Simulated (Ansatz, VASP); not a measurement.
## Si2N in VASP and in Ansatz

INCAR

```
SYSTEM = Si2N
ALGO = Normal
EDIFF = 1E-6
ENCUT = 520
GGA = PE
ISIF = 2
ISMEAR = 0
LASPH = .True.
LCHARG = .False.
LREAL = .False.
LWAVE = .False.
NBANDS = 22
NELM = 80
PREC = Accurate
SIGMA = 0.1
```

Contents of KPOINTS:

```
k-points
0
Gamma
  6 6 2
  0 0 0
```

Contents of POSCAR:

```
Si2N
1.0
    2.9169517800      0.0000000000      0.0000000000
   -1.4584758900      2.5261543500      0.0000000000
    0.0000000000      0.0000000000      9.0425505300
Si N
4 2
Direct
    0.0000000000      0.0000000000      0.7500000000
    0.0000000000      0.0000000000      0.2500000000
    0.0000000000      0.0000000000      0.0000000000
    0.0000000000      0.0000000000      0.5000000000
    0.3333333300      0.6666666700      0.8750000000
    0.6666666700      0.3333333300      0.1250000000
```

Input for Ansatz:

```yaml
crystal:
  lattice:
    - [2.91695178, 0.0, 0.0]
    - [-1.45847589, 2.52615435, 0.0]
    - [0.0, 0.0, 9.04255053]
  atoms:
    - { symbol: Si, position: [0.0, 0.0, 0.75] }
    - { symbol: Si, position: [0.0, 0.0, 0.25] }
    - { symbol: Si, position: [0.0, 0.0, 0.0] }
    - { symbol: Si, position: [0.0, 0.0, 0.5] }
    - { symbol: "N", position: [0.33333333, 0.66666667, 0.875] }
    - { symbol: "N", position: [0.66666667, 0.33333333, 0.125] }
basis:
  ecutwfc: 420
kpoints:
  mp_grid: { grid: [6, 6, 2] }
hamiltonian:
  xc: pbe
scf:
  occupations: { method: gaussian, width: 0.1 }
  lower_state_search: "off"
output:
  forces: true
  stress: true
  eigenvalues: true
```

Change from the starting cell: ordered vacancies on the anion sites of nickel arsenide (P-3m1, No. 164).

Alike in both runs: task single point; functional PBE; k mesh 6 × 6 × 2; occupations gaussian, width 0.1 eV; no spin polarisation.

|  | VASP | Ansatz |
| --- | --- | --- |
| version | VASP 6.6.1 | Ansatz 0.2.0 |
| potentials or method | VASP PAW PBE potentials, release 64 (Si, N), cutoff 520 eV | scalar-relativistic, plane waves, PAW |
| valence electrons in the cell | 26 | 26 |

```tsv
	VASP	Ansatz	Ansatz less VASP
gap on the k mesh at the Fermi level (eV)	none	none	-
pressure (GPa)	19.9	20.0	+0.08
traceless stress, the component that is largest in VASP (GPa)	35.89	36.06	+0.176
rms of the force components (eV/Å)	1.145	1.154	+0.0094
```

Atom by atom the forces differ by 0.009 eV/Å (rms over components). A gap of «none» marks a metal or a gap that the smearing closes.

The k mesh is coarse, so the values compare programs but aren't converged.
